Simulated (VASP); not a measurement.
Set up this calculation in VASP 6.6.1, as the native input.

| Quantity | Value |
| --- | --- |
| Task | single point |
| Functional | PBE |
| Potentials or basis | VASP PAW PBE potentials, release 64 (W_sv, O, Hf_pv, Ga_d) |
| Cutoff | 520 eV |
| k mesh | 1 × 1 × 1 |
| Occupations | fermi-dirac, width 0.2585 eV |
| Spin | no spin polarisation |
| Dipole correction | no |
| Further INCAR settings | LREAL = Auto; ALGO = Normal; EDIFF = 1e-06; NBANDS = 122; ISYM = 0 |

The structure of Hf2Ga6WO16 lies in POSCAR:

```
Hf2Ga6WO16
1.0
    6.7546960000      0.0703500000      0.2133700000
    0.0703500000      6.6525360000     -0.1906710000
    0.2133700000     -0.1906710000      6.6892510000
W O Hf Ga
1 16 2 6
Direct
    0.4794386974      0.5232656675      0.6790345815
    0.0001573733      0.4395928459     -0.2065583981
    0.6607187490      0.8976101277      0.4127751614
    0.6158196953      0.8714867473      0.0005815003
    0.8781329437      0.2316066419      0.3823611110
    0.5319633324      0.5242730790      0.4145840328
    0.2816821752      0.3045974601      0.5669499286
    0.1723994551      0.0221646021      0.8770296219
    0.1938717226      0.9422950307      0.2617518652
    0.2337410512      0.4502483263      0.8491741408
    0.9465676147      0.6021223405      0.2533871336
    0.7825059103      0.1986526750      0.0348420201
    0.3832836208      0.2298065129      0.1918440811
    1.0213672699      0.8057266184      0.5512664371
    0.6128871584      0.2429334556      0.7141734750
    0.3886693587      0.7670807318      0.6413249659
    0.7383867979      0.5830917265      0.7210861263
    0.9090034371      0.9228652246      0.2020366065
    0.0979817229      0.2901202434      0.1305304819
    0.6254152800      0.5731055478      0.1127662499
   -0.0444270924      0.5462235115      0.5018966087
    0.8047535489      1.0033538564      0.7159088840
    0.5901862505      0.1992190717      0.4207490883
    0.1848187094      1.0030684087      0.6059846294
    0.4446572799      0.0761878528      0.9434055158
```

One way to write it, as run:

INCAR

```
  ALGO = Normal
  EDIFF = 1E-6
  ENCUT = 520
  GGA = PE
  ISIF = 2
  ISMEAR = -1
  ISYM = 0
  LASPH = True
  LCHARG = False
  LREAL = Auto
  LWAVE = False
  NBANDS = 122
  NELM = 100
  PREC = Accurate
  SIGMA = 0.2585
```

KPOINTS

```
k-points
0
Gamma
  1 1 1
```

Potentials or basis: VASP PAW PBE potentials, release 64 (W_sv, O, Hf_pv, Ga_d).

Command:

```console
$ cat potpaw_PBE.64/W_sv/POTCAR potpaw_PBE.64/O/POTCAR potpaw_PBE.64/Hf_pv/POTCAR potpaw_PBE.64/Ga_d/POTCAR > POTCAR
$ mpirun -np 1 vasp_gam > vasp.out
```

It gave:

```yaml
Pressure: 1.1 GPa
Largest_force: 5.349 eV/Å
Band_gap_on_the_k_mesh: 0.93 eV
```

Caveat: the k points lie up to 0.95 Å⁻¹ apart; spin-orbit coupling is left out, which moves the levels of the heavy elements.

Run time: 49 s on 1 thread of Intel(R) Xeon(R) 6975P-C (Granite Rapids), with other jobs on the host, peak memory 0.35 GiB.
